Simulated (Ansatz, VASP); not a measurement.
**Al2Cu: VASP beside Ansatz**

```
CELL_PARAMETERS angstrom
-2.05154 2.05154 2.86316
2.05154 -2.05154 2.86316
2.05154 2.05154 -2.86316
ATOMIC_POSITIONS crystal
Al 0.73114 0.23114 0.46228
Al 0.23114 0.73114 0.46228
Cu 0.51602 0.51602 0.03203
```

Change from the starting cell: mode 4 frozen in at -0.108 Å, equal normal strain along x and y +0.0133.

Alike in both runs: task single point; functional PBEsol; k mesh 14 × 14 × 14; occupations gaussian, width 0.15 eV; no spin polarisation.

```csv
,VASP,Ansatz
version,VASP 6.6.1,Ansatz 0.2.0
potentials or method,"VASP PAW PBE potentials, release 64 (Al, Cu), cutoff 520 eV","scalar-relativistic, plane waves, PAW"
valence electrons in the cell,17,25
```

Ansatz gave:

| Item | Value |
| --- | --- |
| gap on the k mesh at the Fermi level (eV) | none |
| pressure (GPa) | -1.2 |
| traceless stress, the component that is largest in VASP (GPa) | 1.27 |
| rms of the force components (eV/Å) | 0.564 |

Question: Which values does VASP return?

Answer: gap on the k mesh at the Fermi level (eV): none; pressure (GPa): -0.9; traceless stress, the component that is largest in VASP (GPa): 1.26; rms of the force components (eV/Å): 0.565.

VASP's potentials were made for PBE, not for PBEsol, and Ansatz warns of the same on its side. Atom by atom the forces differ by 0.001 eV/Å (rms over components). A gap of «none» marks a metal or a gap that the smearing closes. VASP's potentials hold 17 valence electrons a cell and Ansatz's 25, so a difference there can come from the potentials and not from the codes.
